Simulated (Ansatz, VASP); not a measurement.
# One calculation of ZnS, two programs

```
CELL_PARAMETERS angstrom
5.33854 -0.02650 0.13483
0.02650 -5.27597 -0.01716
-0.13483 -0.01716 -5.46708
ATOMIC_POSITIONS crystal
Zn 0.98811 0.97777 0.02956
Zn 0.50026 0.49914 0.98382
Zn 0.49085 0.00036 0.51229
Zn 0.99560 0.50717 0.51028
S 0.76058 0.74865 0.72174
S 0.25735 0.26217 0.74172
S 0.25000 0.75633 0.23611
S 0.75726 0.24841 0.26449
```

Change from the starting cell: all atoms moved at random (sigma 0.06 Å a component), cell strained at random (sigma 0.03).

Alike in both runs: task single point; functional r2SCAN; k mesh 4 × 4 × 4; occupations gaussian, width 0.05 eV; no spin polarisation.

|  | VASP | Ansatz |
| --- | --- | --- |
| version | VASP 6.6.1 | Ansatz 0.2.0 |
| potentials or method | VASP PAW PBE potentials, release 64 (Zn, S), cutoff 520 eV | scalar-relativistic, plane waves, PAW |
| valence electrons in the cell | 72 | 72 |

|  | VASP | Ansatz | Ansatz less VASP |
| --- | --- | --- | --- |
| gap on the k mesh at the Fermi level (eV) | 2.70 | 2.69 | -0.011 |
| least direct gap on the mesh (eV) | 2.70 | 2.69 | -0.011 |
| pressure (GPa) | 3.6 | 3.5 | -0.06 |
| traceless stress, the component that is largest in VASP (GPa) | -4.29 | -4.27 | +0.021 |
| rms of the force components (eV/Å) | 0.906 | 0.898 | -0.0086 |

VASP's potentials were made for PBE, not for r2SCAN. Atom by atom the forces differ by 0.013 eV/Å (rms over components).
